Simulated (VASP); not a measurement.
Input of a VASP 6.6.1 run:

File INCAR:

```
PREC = Accurate ; ENCUT = 520
EDIFF = 1E-6 ; ISMEAR = 0
SIGMA = 0.1 ; LREAL = False
LASPH = True ; NELM = 60
ALGO = Normal ; ISIF = 2
LWAVE = False ; LCHARG = False
GGA = PE ; NBANDS = 30
```

Contents of KPOINTS:

```
Automatic mesh
0
Gamma
  10 10 10
```

POSCAR

```
Ga3Se
1.0
    4.4083880079      0.0000000000      0.0000000000
    0.0000000000      4.4083880079      0.0000000000
    0.0000000000      0.0000000000      4.4083880079
Ga Se
3 1
Direct
    0.5000000000      0.0000000000      0.0000000000
    0.0000000000      0.5000000000      0.0000000000
    0.0000000000      0.0000000000      0.5000000000
    0.5000000000      0.5000000000      0.5000000000
```

Potentials or basis: VASP PAW PBE potentials, release 64 (Ga_d, Se).

Run with:

```console
$ cat potpaw_PBE.64/Ga_d/POTCAR potpaw_PBE.64/Se/POTCAR > POTCAR
$ mpirun -np 1 vasp_std > vasp.out
```

Task: What does it give for the band gap on the k mesh?

Result: Zero (an odd number of electrons rules out a gap without spin polarisation).

Task: Predict the pressure.

Result: 0.2 GPa.
